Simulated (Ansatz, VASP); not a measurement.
## CrN2: VASP beside Ansatz

```
Cr N
1.0
    -1.33957    1.33957    4.84484
     1.33957   -1.33957    4.84484
     1.33957    1.33957   -4.84484
Cr N
1 2
Direct
  0.00000 0.00000 0.00000
  0.57716 0.57716 0.00000
  0.42284 0.42284 0.00000
```

Alike in both runs: functional PBE; k mesh 8 × 8 × 8; occupations gaussian, width 0.1 eV; no spin polarisation.

Ansatz relaxed the structure, and its values are those at the end. VASP's run is a single point on that final structure, the one shown.

|  | VASP | Ansatz |
| --- | --- | --- |
| version | VASP 6.6.1 | Ansatz 0.2.0 |
| potentials or method | VASP PAW PBE potentials, release 64 (Cr_pv, N), cutoff 520 eV | scalar-relativistic, plane waves, PAW |
| valence electrons in the cell | 22 | 24 |

```csv
,VASP,Ansatz,Ansatz less VASP
gap on the k mesh at the Fermi level (eV),none,none,-
pressure (GPa),0.8,0.2,-0.58
rms of the force components (eV/Å),0.063,0.011,-0.0517
```

A gap of «none» marks a metal or a gap that the smearing closes. VASP's potentials hold 22 valence electrons a cell and Ansatz's 24, so a difference there can come from the potentials and not from the codes.

The k mesh is coarse, so the values compare programs but aren't converged.
